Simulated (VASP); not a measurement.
# LiMg (Pm-3m) in VASP: further runs

The runs below take LiMg through vibrations by perturbation theory, elastic constants, with LDA.

All numbers are computed with VASP 6.6.1; they aren't measurements. Logs are shortened: lines on timing, memory, paths and dates and some standing lists are left out, and cuts for length are marked.

### 1 The cell of the first run

The structure is cubic, space group Pm-3m (No. 221). The conventional cell has a = 3.359 Å, b = 3.359 Å, c = 3.359 Å, α = 90.00°, β = 90.00°, γ = 90.00°. Within 3.8 Å of Li (site symmetry m-3m) lie 8 Mg at 2.91 Å and 6 Li at 3.36 Å. Mg (site symmetry m-3m) has 8 Li at 2.91 Å and 6 Mg at 3.36 Å within 3.8 Å.

### 2 Vibrations by perturbation theory, LDA

File INCAR:

```
SYSTEM = LiMg
PREC = Accurate ; ENCUT = 520
EDIFF = 1E-8 ; ISMEAR = -1
SIGMA = 0.15 ; LREAL = .False.
LASPH = .True. ; NELM = 60
ALGO = Fast ; ISIF = 2
LWAVE = .False. ; LCHARG = .True.
GGA = CA ; NBANDS = 10
IBRION = 8 ; NSW = 1
```

File KPOINTS:

```
regular mesh
0
Gamma
  12 12 12
  0 0 0
```

File POSCAR:

```
LiMg
1.0
    3.3591980026      0.0000000000      0.0000000000
    0.0000000000      3.3591980026      0.0000000000
    0.0000000000      0.0000000000      3.3591980026
Li Mg
1 1
Direct
    0.0000000000      0.0000000000      0.0000000000
    0.5000000000      0.5000000000      0.5000000000
```

Potentials or basis: VASP PAW LDA potentials, release 64 (Li_sv, Mg).

Started as:

```bash
$ cat potpaw_LDA.64/Li_sv/POTCAR potpaw_LDA.64/Mg/POTCAR > POTCAR
$ mpirun -np 1 vasp_std > vasp.out
```

OUTCAR:

```text
SYSTEM = LiMg
   PREC = Accurate
   ENCUT = 520
   EDIFF = 1E-8
   ISMEAR = -1
   LREAL = .False.
   LASPH = .True.
   NELM = 60
   ISIF = 2
   GGA = CA
   IBRION = 8
   NSW = 1

 ion  position               nearest neighbor table
   1  0.000  0.000  0.000-   2 2.91   2 2.91   2 2.91   2 2.91   2 2.91   2 2.91   2 2.91   2 2.91

   2  0.500  0.500  0.500-   1 2.91   1 2.91   1 2.91   1 2.91   1 2.91   1 2.91   1 2.91   1 2.91

  LATTYP: Found a simple cubic cell.
 ALAT       =     3.3591980026

  Lattice vectors:

 A1 = (   3.3591980026,   0.0000000000,   0.0000000000)
 A2 = (   0.0000000000,   3.3591980026,   0.0000000000)
 A3 = (   0.0000000000,   0.0000000000,   3.3591980026)

Analysis of symmetry for initial positions (statically):
=====================================================================
 Subroutine PRICEL returns:
 Original cell was already a primitive cell.

 Routine SETGRP: Setting up the symmetry group for a
 simple cubic supercell.

 Subroutine GETGRP returns: Found 48 space group operations
 (whereof 48 operations were pure point group operations)
 out of a pool of 48 trial point group operations.

The static configuration has the point symmetry O_h .

Analysis of symmetry for dynamics (positions and initial velocities):
=====================================================================
 Subroutine PRICEL returns:
 Original cell was already a primitive cell.

 Routine SETGRP: Setting up the symmetry group for a
 simple cubic supercell.

 Subroutine GETGRP returns: Found 48 space group operations
 (whereof 48 operations were pure point group operations)
 out of a pool of 48 trial point group operations.

The dynamic configuration has the point symmetry O_h .

 Subroutine INISYM returns: Found 48 space group operations
 (whereof 48 operations are pure point group operations),
 and found     1 'primitive' translations

----------------------------------------------------------------------------------------

                                     Primitive cell

  volume of cell :      37.9059

  direct lattice vectors                    reciprocal lattice vectors
     3.359198003  0.000000000  0.000000000     0.297690103  0.000000000  0.000000000
     0.000000000  3.359198003  0.000000000     0.000000000  0.297690103  0.000000000
     0.000000000  0.000000000  3.359198003     0.000000000  0.000000000  0.297690103

  length of vectors
     3.359198003  3.359198003  3.359198003     0.297690103  0.297690103  0.297690103

  position of ions in fractional coordinates (direct lattice)
     0.000000000  0.000000000  0.000000000
     0.500000000  0.500000000  0.500000000

  ion indices of the primitive-cell ions
   primitive index   ion index
                 1           1
                 2           2

----------------------------------------------------------------------------------------

 KPOINTS: regular mesh

Automatic generation of k-mesh.
 Grid dimensions read from file:
 generate k-points for:   12   12   12

 Generating k-lattice:

  Cartesian coordinates                     Fractional coordinates (reciprocal lattice)
     0.024807509  0.000000000  0.000000000     0.083333333  0.000000000  0.000000000
     0.000000000  0.024807509  0.000000000     0.000000000  0.083333333  0.000000000
     0.000000000  0.000000000  0.024807509     0.000000000  0.000000000  0.083333333

  Length of vectors
     0.024807509  0.024807509  0.024807509

  Shift w.r.t. Gamma in fractional coordinates (k-lattice)
     0.000000000  0.000000000  0.000000000

 Subroutine IBZKPT returns following result:
 ===========================================

[... 81 lines left out ...]
  volume of cell :       37.91
 maximum number of plane-waves:      1064
 NGX is ok and might be reduce to    28
   NGX = 13   NGY = 13   NGZ = 13

--------------------------------------- Ionic step        1  -------------------------------------------

 number of electron       4.9999989 magnetization

 Free energy of the ion-electron system (eV)
  ---------------------------------------------------
  ext. energy  EPLUGINS =         0.00000000
  ---------------------------------------------------
  free energy    TOTEN  =        -4.04943698 eV

  energy without entropy =       -3.98667524  energy(sigma->0) =       -4.01805611

 E-fermi :   1.9721     XC(G=0):  -8.3991

 val. band max:        1.9524945166   @ k =   0.5000   0.3333   0.3333
 cond. band min:       2.0490128823   @ k =   0.3333   0.3333   0.0000
 fundamental gap:      0.0965183658
 Fermi energy:         1.9720875796

 k-point     1 :       0.0000    0.0000    0.0000
  band No.  band energies     occupation
      1     -43.1747      2.00000
      2      -3.7351      2.00000
      3       7.1871      0.00000
      4       7.1871      0.00000
      5       7.1871      0.00000
      6       8.0526      0.00000
      7       8.0526      0.00000
      8      14.1480      0.00000
      9      18.3419      0.00000
     10      18.3447      0.00000
[... 287 lines left out ...]
 k-point    24 :       0.4167    0.3333    0.0000
  band No.  band energies     occupation
      1     -43.1704      2.00000
      2      -0.5331      2.00000
      3       1.4150      1.95239
      4       4.0277      0.00000
      5       5.9691      0.00000
      6      10.4702      0.00000
      7      12.7915      0.00000
      8      12.8661      0.00000
      9      14.3728      0.00000
     10      14.8167      0.00000

 [... further k-points ...]

------------------------ aborting loop because EDIFF is reached ----------------------------------------

  FORCE on cell =-STRESS in cart. coord.  units (eV):
  Direction    XX          YY          ZZ          XY          YZ          ZX
  --------------------------------------------------------------------------------------
  -------------------------------------------------------------------------------------
  Total       -0.0543488     -0.0543488     -0.0543488     -0.0000000     -0.0000000     -0.0000000
  in kB       -2.2971733     -2.2971733     -2.2971733     -0.0000000     -0.0000000     -0.0000000
  external PRESSURE =      -2.2971733 kB  Pullay stress =       0.0000000 kB

 VOLUME and BASIS-vectors are now :
 -----------------------------------------------------------------------------
  energy-cutoff  :      520.00
  volume of cell :       37.91
      direct lattice vectors                 reciprocal lattice vectors
     3.359198003  0.000000000  0.000000000     0.297690103  0.000000000  0.000000000
     0.000000000  3.359198003  0.000000000     0.000000000  0.297690103  0.000000000
     0.000000000  0.000000000  3.359198003     0.000000000  0.000000000  0.297690103

 POSITION                                       TOTAL-FORCE (eV/Angst)
 -----------------------------------------------------------------------------------
      0.00000      0.00000      0.00000         0.000000      0.000000      0.000000
      1.67960      1.67960      1.67960         0.000000      0.000000      0.000000
 -----------------------------------------------------------------------------------
    total drift:                               -0.000000     -0.000000     -0.000000

  FREE ENERGIE OF THE ION-ELECTRON SYSTEM (eV)
  ---------------------------------------------------
  free  energy   TOTEN  =        -4.0494369791 eV

  energy  without entropy=       -3.9866752414  energy(sigma->0) =       -4.01805611

[... ionic steps 2 to 3 ...]

--------------------------------------- Ionic step        4  -------------------------------------------

------------------------ aborting loop because EDIFF is reached ----------------------------------------

[... ionic steps 5 to 6 ...]

--------------------------------------- Ionic step        7  -------------------------------------------

 Free energy of the ion-electron system (eV)
  ---------------------------------------------------
  ---------------------------------------------------
  free energy    TOTEN  =        -0.00181803 eV

  energy without entropy =       -0.00181803

------------------------ aborting loop because EDIFF is reached ----------------------------------------

 INTERNAL STRAIN TENSOR  FOR ION    2  DIRECTION 1   (eV/Angst):
 -----------------------------------------------------------------------------
    -0.00547 -0.00000 -0.00000
     0.00000  0.00188  0.00000
     0.00000  0.00000  0.00188

 INTERNAL STRAIN TENSOR FOR ION    2 for displacements in x,y,z  (eV/Angst):
          X           Y           Z          XY          YZ          ZX
  --------------------------------------------------------------------------------
  x     0.00000     0.00000     0.00000     0.00000     0.00000     0.00000
  y     0.00000     0.00000     0.00000     0.00000     0.00000     0.00000
  z     0.00000     0.00000     0.00000     0.00000     0.00000     0.00000

 SECOND DERIVATIVES (NOT SYMMETRIZED)
 ------------------------------------
               1X          1Y          1Z          2X          2Y          2Z
  1X    -2.153576   -0.000000    0.000000    2.153576    0.000000   -0.000000
  1Y     0.000000   -2.153576   -0.000000   -0.000000    2.153576    0.000000
  1Z     0.000000    0.000000   -2.153576   -0.000000   -0.000000    2.153576
  2X     2.178757    0.000000    0.000000   -2.178757   -0.000000   -0.000000
  2Y     0.000000    2.178757    0.000000   -0.000000   -2.178757   -0.000000
  2Z     0.000000    0.000000    2.178757   -0.000000   -0.000000   -2.178757

 Eigenvectors and eigenvalues of the dynamical matrix
 ----------------------------------------------------

   1 f  =    9.848477 THz    61.879808 2PiTHz  328.509844 cm-1    40.730011 meV
             X         Y         Z           dx          dy          dz
      0.000000  0.000000  0.000000     0.180064   -0.861216    0.000000
      1.679599  1.679599  1.679599    -0.097267    0.465213    0.000000
[... 21 lines left out ...]
   6 f/i=    0.023937 THz     0.150399 2PiTHz    0.798444 cm-1     0.098994 meV
             X         Y         Z           dx          dy          dz
      0.000000  0.000000  0.000000     0.051164   -0.226504   -0.414683
      1.679599  1.679599  1.679599     0.094716   -0.419312   -0.767674

--------------------------------------------------------------------------------------------------------

 ELASTIC MODULI CONTR FROM IONIC RELAXATION (kBar)
 Direction    XX          YY          ZZ          XY          YZ          ZX
 --------------------------------------------------------------------------------
 XX           0.0000      0.0000      0.0000      0.0000      0.0000      0.0000
 YY           0.0000      0.0000      0.0000      0.0000      0.0000      0.0000
 ZZ           0.0000      0.0000      0.0000      0.0000      0.0000      0.0000
 XY           0.0000      0.0000      0.0000      0.0000      0.0000      0.0000
 YZ           0.0000      0.0000      0.0000      0.0000      0.0000      0.0000
 ZX           0.0000      0.0000      0.0000      0.0000      0.0000      0.0000
 --------------------------------------------------------------------------------
```

It took 4.4 min on 1 thread of Intel Xeon 8259CL, shared host; peak memory 0.31 GiB.

Results:

* Highest phonon frequency at Γ: 329 cm⁻¹

Phonon frequencies in cm⁻¹ (negative: imaginary):
```tsv
q point	frequencies
(0.000, 0.000, 0.000)	-1 -1 -1 329 329 329
```

Caveat: the cutoff is under 1.25 times the usual one of these potentials, so pressure, stress and relaxed cells hold a basis-set (Pulay) error.

### 3 Elastic constants, LDA

File INCAR:

```
SYSTEM = LiMg
PREC     = Accurate       ! precision mode
ENCUT    = 600            ! plane-wave cutoff, eV
EDIFF    = 1E-8           ! SCF threshold, eV
ISMEAR   = -1             ! smearing method
SIGMA    = 0.15           ! smearing width, eV
LREAL    = .False.        ! projectors in reciprocal space
LASPH    = .True.         ! aspherical terms in the spheres
NELM     = 60             ! most SCF steps
ALGO     = Normal         ! electronic algorithm
ISIF     = 3              ! what is computed and relaxed
LWAVE    = .False.        ! write WAVECAR
LCHARG   = .False.        ! write CHGCAR
GGA      = CA             ! functional
IBRION   = 6              ! ionic algorithm
NFREE    = 2            
POTIM    = 0.015          ! step
NSW      = 1              ! ionic steps
```

KPOINTS is that of step 2.

POSCAR is that of step 2.

Potentials or basis: VASP PAW LDA potentials, release 64 (Li_sv, Mg).

Started as:

```bash
$ cat potpaw_LDA.64/Li_sv/POTCAR potpaw_LDA.64/Mg/POTCAR > POTCAR
$ mpirun -np 1 vasp_std > vasp.out
```

Wall time 11 min (1 thread of Intel Xeon 8259CL, shared host); peak memory 0.41 GiB.

The run converged. Its results:

```yaml
Elastic_constants_C11_C12_C44: 35, 24, 31 GPa
Voigt_bulk_modulus: 28 GPa
Highest_phonon_frequency_at_Γ: 329 cm⁻¹
```

Phonon frequencies in cm⁻¹ (negative: imaginary):
| q point | frequencies |
| --- | --- |
| (0.000, 0.000, 0.000) | -1 -1 -1 329 329 329 |

Elastic tensor in Voigt notation (GPa, in the Cartesian axes of the cell as first typed):
```
35 24 24  0  0  0
24 35 24  0  0  0
24 24 35  0  0  0
 0  0  0 31  0  0
 0  0  0  0 31  0
 0  0  0  0  0 31
```

Clamped-ion elastic tensor (GPa):
```
35 24 24  0  0  0
24 35 24  0  0  0
24 24 35  0  0  0
 0  0  0 31  0  0
 0  0  0  0 31  0
 0  0  0  0  0 31
```

Caveat: the cutoff is under 1.25 times the usual one of these potentials, so pressure, stress and relaxed cells hold a basis-set (Pulay) error.
